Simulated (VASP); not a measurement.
Set up this calculation in VASP 6.6.1, as the native input.

```
Task                   : relaxation of cell and atoms
Functional             : PBE
Potentials or basis    : VASP PAW PBE potentials, release 64 (Pr_3, Hg), 4f in core
Cutoff                 : 500 eV
k mesh                 : 3 × 3 × 3
Occupations            : gaussian, width 0.2 eV
Spin                   : no spin polarisation
Dipole correction      : no
Further INCAR settings : ALGO = Normal; EDIFF = 1e-07; IBRION = 2; EDIFFG = -0.08; NSW = 36; ISIF = 3
```

The structure of Pr4Hg lies in POSCAR:

```
Pr4Hg
1.0
    0.0000000000      5.3242098600      5.3242098600
    5.3242098600      0.0000000000      5.3242098600
    5.3242098600      5.3242098600      0.0000000000
Pr Hg
8 2
Direct
    0.6250000000      0.6250000000      0.6250000000
    0.6250000000      0.6250000000      0.1250000000
    0.6250000000      0.1250000000      0.6250000000
    0.1250000000      0.6250000000      0.6250000000
    0.1250000000      0.1250000000      0.1250000000
    0.1250000000      0.1250000000      0.6250000000
    0.1250000000      0.6250000000      0.1250000000
    0.6250000000      0.1250000000      0.1250000000
    0.0000000000      0.0000000000      0.0000000000
    0.2500000000      0.2500000000      0.2500000000
```

The cell was generated, and may not be a known phase.

These files were run (other wordings do the same):

INCAR

```
PREC = Accurate
ENCUT = 500
EDIFF = 1E-7
ISMEAR = 0
SIGMA = 0.2
LREAL = F
LASPH = T
NELM = 200
ALGO = Normal
ISIF = 3
LWAVE = F
LCHARG = F
GGA = PE
IBRION = 2
NSW = 36
EDIFFG = -0.08
GGA_COMPAT = F
NELMIN = 4
LMAXMIX = 6
```

KPOINTS

```
regular mesh
0
Gamma
  3 3 3
```

Potentials or basis: VASP PAW PBE potentials, release 64 (Pr_3, Hg), 4f in core.

Run with:

```sh
$ cat potpaw_PBE.64/Pr_3/POTCAR potpaw_PBE.64/Hg/POTCAR > POTCAR
$ mpirun -np 1 vasp_std > vasp.out
```

It gave:

```json
{"Relaxed volume": "50.20 Å³/atom", "Relaxed cell": "a = 8.921 Å, b = 8.921 Å, c = 8.921 Å, α = 60.00°, β = 60.00°, γ = 60.00°", "Space group after relaxing (to 0.1 Å)": "Fd-3m (No. 227)", "Energy gained by relaxing": "1700.5 meV/atom", "Ionic steps": "4", "Pressure after relaxing": "-0.1 GPa", "Band gap on the k mesh": "zero (bands 56 and 57 overlap by 0.27 eV)"}
```

Caveat: the volume moved by over 15 % at a fixed basis, so the end points are rough; spin-orbit coupling is left out, which moves the levels of the heavy elements; the 4f electrons are frozen in the core, so they carry no moment and show no levels.

Wall time 6.6 min on 1 thread of AMD EPYC 9R45 96-Core Processor (Zen 5), on a shared host, peak memory 0.44 GiB.
